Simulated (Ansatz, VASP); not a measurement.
# Si3N4 in VASP and in Ansatz

INCAR

```
SYSTEM = Si3N4
PREC = Accurate
ENCUT = 600
EDIFF = 1E-6
ISMEAR = -1
SIGMA = 0.05
LREAL = .False.
LASPH = .True.
NELM = 80
ALGO = Normal
ISIF = 3
LWAVE = .False.
LCHARG = .False.
GGA = CA
IBRION = 2
NSW = 80
EDIFFG = -0.005
```

File KPOINTS:

```
regular mesh
0
Gamma
  6 6 6
  0 0 0
```

POSCAR

```
Si3N4
1.0
    4.1307800000      0.0000000000      0.0000000000
    0.0000000000      4.1307800000      0.0000000000
    0.0000000000      0.0000000000      4.1307800000
Si N
3 4
Direct
    0.0000000000      0.0000000000      0.5000000000
    0.5000000000      0.0000000000      0.0000000000
    0.0000000000      0.5000000000      0.0000000000
    0.2395200000      0.2395200000      0.7604800000
    0.7604800000      0.7604800000      0.7604800000
    0.2395200000      0.7604800000      0.2395200000
    0.7604800000      0.2395200000      0.2395200000
```

The input input.yaml:

```yaml
crystal:
  lattice:
    - [4.13078, 0.0, 0.0]
    - [0.0, 4.13078, 0.0]
    - [0.0, 0.0, 4.13078]
  atoms:
    - { symbol: Si, position: [0.0, 0.0, 0.5] }
    - { symbol: Si, position: [0.5, 0.0, 0.0] }
    - { symbol: Si, position: [0.0, 0.5, 0.0] }
    - { symbol: "N", position: [0.23952, 0.23952, 0.76048] }
    - { symbol: "N", position: [0.76048, 0.76048, 0.76048] }
    - { symbol: "N", position: [0.23952, 0.76048, 0.23952] }
    - { symbol: "N", position: [0.76048, 0.23952, 0.23952] }
kpoints:
  mp_grid: { grid: [6, 6, 6] }
scf:
  occupations: { method: fermi_dirac, width: 0.05 }
hamiltonian:
  xc: lda
  pseudopotentials: { kind: all_electron, lapw: { basis_error: 0.002 } }
output:
  forces: true
  stress: true
relax:
  f_tol: 0.005
  max_steps: 60
  cell: {}
```

Alike in both runs: task relaxation of cell and atoms; functional LDA; k mesh 6 × 6 × 6; occupations fermi-dirac, width 0.05 eV; no spin polarisation.

|  | VASP | Ansatz |
| --- | --- | --- |
| version | VASP 6.6.1 | Ansatz 0.2.0 |
| potentials or method | VASP PAW LDA potentials, release 64 (Si, N), cutoff 600 eV | all-electron LAPW, scalar-relativistic |

Ansatz gave:

```
relaxed volume (Å³/atom)                                     : 9.69
relaxed cell length with the largest relative difference (Å) : 4.078
```

Estimate VASP's values.

relaxed volume (Å³/atom): 9.70; relaxed cell length with the largest relative difference (Å): 4.079.

LDA's correlation is that of Perdew and Zunger in VASP and of Perdew and Wang (1992) in Ansatz. Ansatz ran all-electron here, and VASP with PAW potentials.

Noted on Ansatz's run: the k mesh is thin for a metal, which can move the energy by tens of meV per atom.
